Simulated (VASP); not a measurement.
Li2Se: relaxation of cell and atoms with HSE06

Crystal: Li2Se.

```xyz
3
Lattice="0.0000 2.9935 2.9935 2.9935 0.0000 2.9935 2.9935 2.9935 0.0000" Properties=species:S:1:pos:R:3 pbc="T T T"
Li    4.4903    4.4903    4.4903
Li    1.4968    1.4968    1.4968
Se    0.0000    0.0000    0.0000
```

| Item | Value |
| --- | --- |
| Program | VASP 6.6.1 |
| Task | relaxation of cell and atoms |
| Functional | HSE06 |
| Potentials or basis | VASP PAW PBE potentials, release 64 (Li_sv, Se) |
| Cutoff | 750 eV |
| k mesh | 4 × 4 × 4 |
| Occupations | fermi-dirac, width 0.02 eV |
| Spin | no spin polarisation |
| Dipole correction | no |
| Grid for exact exchange (PRECFOCK) | Normal |
| Further INCAR settings | ALGO = Normal; EDIFF = 1e-07; IBRION = 2; EDIFFG = -0.005; NSW = 80; ISIF = 3 |
| Share of exact exchange | 0.25 |
| Screening parameter | 0.2079 1/Å |

The relaxed volume is 17.67 Å³/atom, the relaxed cell is a = 4.217 Å, b = 4.217 Å, c = 4.217 Å, α = 60.00°, β = 60.00°, γ = 60.00° and the space group after relaxing (to 0.1 Å) is Fm-3m (No. 225). The energy gained by relaxing is 0.3 meV/atom. The ionic steps are 4 and the pressure after relaxing is 0.0 GPa. The band gap on the k mesh is 3.82 eV (least direct gap 4.44 eV).

Step by step:
| step | energy change (eV) | largest force (eV/Å) | pressure (GPa) | volume (Å³) |
| --- | --- | --- | --- | --- |
| 1 | 0.0000 | 0.0000 | -0.43 | 53.65 |
| 2 | -0.0007 | 0.0000 | -0.19 | 53.28 |
| 3 | -0.0008 | 0.0000 | 0.13 | 52.82 |
| 4 | -0.0008 | 0.0000 | 0.01 | 53.01 |

Final structure:
```
Li Se
1.0
     0.00000    2.98153    2.98153
     2.98153    0.00000    2.98153
     2.98153    2.98153    0.00000
Li Se
2 1
Direct
  0.75000 0.75000 0.75000
  0.25000 0.25000 0.25000
  0.00000 0.00000 0.00000
```

Levels at points of the mesh, in eV from the valence-band top:
| k point | band 3 | band 4 | band 5 | band 6 | band 7 | band 8 | band 9 | band 10 |
| --- | --- | --- | --- | --- | --- | --- | --- | --- |
| (0.00, 0.00, 0.00) | -12.52 | 0.00 | 0.00 | 0.00 | 4.44 | 6.68 | 6.68 | 6.68 |
| (0.50, 0.00, 0.00) | -12.07 | -3.24 | -0.58 | -0.58 | 6.24 | 7.00 | 7.00 | 9.13 |
| (0.50, 0.50, 0.00) | -11.94 | -2.56 | -1.59 | -1.59 | 3.82 | 7.24 | 11.77 | 11.77 |

It took 21 min on 1 thread of Intel(R) Xeon(R) 6975P-C (Granite Rapids) (shared host), peak memory 0.34 GiB.

Caveat: the k points lie up to 0.46 Å⁻¹ apart in the final cell; the PAW data sets were made with another functional, which shifts forces and pressure a little. A k mesh can miss the band edges.
